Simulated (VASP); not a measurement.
Write the native input for VASP 6.6.1 that does the following.

| Quantity | Value |
| --- | --- |
| Task | single point |
| Functional | PBEsol |
| Potentials or basis | VASP PAW PBE potentials, release 64 (Al, Ga_d, N) |
| Cutoff | 600 eV |
| k mesh | 6 × 6 × 6 |
| Occupations | gaussian, width 0.1 eV |
| Spin | no spin polarisation |
| Dipole correction | no |
| Further INCAR settings | ALGO = Normal; EDIFF = 1e-06; NBANDS = 36 |

The structure of AlGaN2 lies in POSCAR:

```
AlGaN2
1.0
   -3.1506153956      0.0000000000      0.0000000000
    0.0000000000      5.4452508608      0.0026493704
    1.5753076978     -2.7250935455     -5.0932142576
Al Ga N
2 2 4
Direct
    0.0019054100      0.3339640808      0.0038108201
    0.7496722399      0.4157143285      0.4993444797
    0.4989582324      0.8323961874     -0.0020835351
    0.2511749940      0.9193111465      0.5023499880
    0.8148484111      0.1550091972      0.6296968222
    0.3072132040      0.6339259719      0.6144264081
    0.5620651618      0.2342053102      0.1241303236
    0.0601623468      0.7214737775      0.1203246935
```

The input as run:

INCAR

```
SYSTEM = AlGaN2
PREC = Accurate
ENCUT = 600
EDIFF = 1E-6
ISMEAR = 0
SIGMA = 0.1
LREAL = .False.
LASPH = .True.
NELM = 120
ALGO = Normal
ISIF = 2
LWAVE = .False.
LCHARG = .True.
GGA = PS
LELF = .True.
LVHAR = .True.
NBANDS = 36
GGA_COMPAT = .False.
```

KPOINTS

```
Automatic mesh
0
Gamma
  6 6 6
  0 0 0
```

Potentials or basis: VASP PAW PBE potentials, release 64 (Al, Ga_d, N).

Command:

```sh
$ cat potpaw_PBE.64/Al/POTCAR potpaw_PBE.64/Ga_d/POTCAR potpaw_PBE.64/N/POTCAR > POTCAR
$ mpirun -np 1 vasp_std > vasp.out
```

Results of the run:

```
Pressure               : -0.3 GPa
Largest force          : 0.026 eV/Å
Band gap on the k mesh : 2.90 eV
```

Caveat: the PAW data sets were made with another functional, which shifts forces and pressure a little.

It took 5.4 min on 1 thread of Oxide Virtual Turin-like Processor, with other jobs on the host, peak memory 0.35 GiB.
